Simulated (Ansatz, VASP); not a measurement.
Re in VASP and in Ansatz

```xyz
2
Lattice="2.7791 0.0000 0.0000 -1.3895 2.4068 0.0000 0.0000 0.0000 4.4877" Properties=species:S:1:pos:R:3 pbc="T T T"
Re    1.3895    0.8023    3.3658
Re    0.0000    1.6045    1.1219
```

Alike in both runs: task single point; functional BLYP; dispersion D3(BJ); k mesh 11 × 11 × 6; occupations fermi-dirac, width 0.05 eV; no spin polarisation.

|  | VASP | Ansatz |
| --- | --- | --- |
| version | VASP 6.6.1 | Ansatz 0.2.0 |
| potentials or method | VASP PAW PBE potentials, release 64 (Re) | Ansatz PAW |
| plane-wave cutoff (eV) | 520 | 420 |
| valence electrons in the cell | 14 | 30 |

Ansatz gave:

- gap on the k mesh at the Fermi level (eV): none
- pressure (GPa): -5.6
- traceless stress, the component that is largest in VASP (GPa): -0.55

**Question.** Which values does VASP return?

**Answer.** gap on the k mesh at the Fermi level (eV): none; pressure (GPa): -3.4; traceless stress, the component that is largest in VASP (GPa): -0.61.

VASP's potentials were made for PBE, not for BLYP. A gap of «none» marks a metal or a gap that the smearing closes. VASP's potentials hold 14 valence electrons a cell and Ansatz's 30, so a difference there can come from the potentials and not from the codes.

Neither program's run includes spin-orbit coupling.
